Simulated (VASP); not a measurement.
KBr:

```xyz
2
Lattice="0.0000 3.3022 3.3022 3.3022 0.0000 3.3022 3.3022 3.3022 0.0000" Properties=species:S:1:pos:R:3 pbc="T T T"
K     0.0000    0.0000    0.0000
Br    3.3022    3.3022    3.3022
```

Base run:

| Item | Value |
| --- | --- |
| Program | VASP 6.6.1 |
| Functional | PBE |
| Potentials or basis | VASP PAW PBE potentials, release 64 (K_sv, Br) |
| Cutoff | 520 eV |
| k mesh | 4 × 4 × 4 |
| Occupations | gaussian, width 0.01 eV |
| Spin | no spin polarisation |

Its results: band gap on the k mesh 4.43 eV, direct; pressure 0.7 GPa.

The run is repeated on the same cell with these changes: functional from PBE to LDA; potentials or basis from VASP PAW PBE potentials, release 64 (K_sv, Br) to VASP PAW LDA potentials, release 64 (K_sv, Br). What comes out?

Band gap on the k mesh 4.03 eV, direct; pressure -1.6 GPa.

